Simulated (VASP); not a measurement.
As, 4 atoms in the cell. The cell holds a slab with vacuum, 4 atoms: a = 3.571 Å, b = 3.571 Å, c = 20.295 Å, α = 90.00°, β = 90.00°, γ = 120.00°.  This cell differs from its parent crystal: layers slid over each other, then relaxed in part.

* Program: VASP 6.6.1
* Task: single point
* Functional: PBE
* Dispersion: D3(BJ)
* Potentials or basis: VASP PAW PBE potentials, release 64 (As_d)
* Cutoff: 400 eV
* k mesh: 9 × 9 × 1
* Occupations: gaussian, width 0.05 eV
* Spin: no spin polarisation
* Dipole correction: yes
* Further INCAR settings: ALGO = Normal; EDIFF = 1e-06; NBANDS = 38; NELMDL = -8

Potentials or basis: VASP PAW PBE potentials, release 64 (As_d).

Run with:

```bash
$ cat potpaw_PBE.64/As_d/POTCAR > POTCAR
$ mpirun -np 1 vasp_std > vasp.out
```

Hardware: 1 thread of Intel(R) Xeon(R) Platinum 8259CL CPU @ 2.50GHz (Skylake/Cascade Lake) (shared host).

Question: How long does it take, and how much memory?

Answer: Run time: 7.4 min on 1 thread of Intel(R) Xeon(R) Platinum 8259CL CPU @ 2.50GHz (Skylake/Cascade Lake), on a shared host, peak memory 0.37 GiB. Counts: scf iterations 23, k points 41.
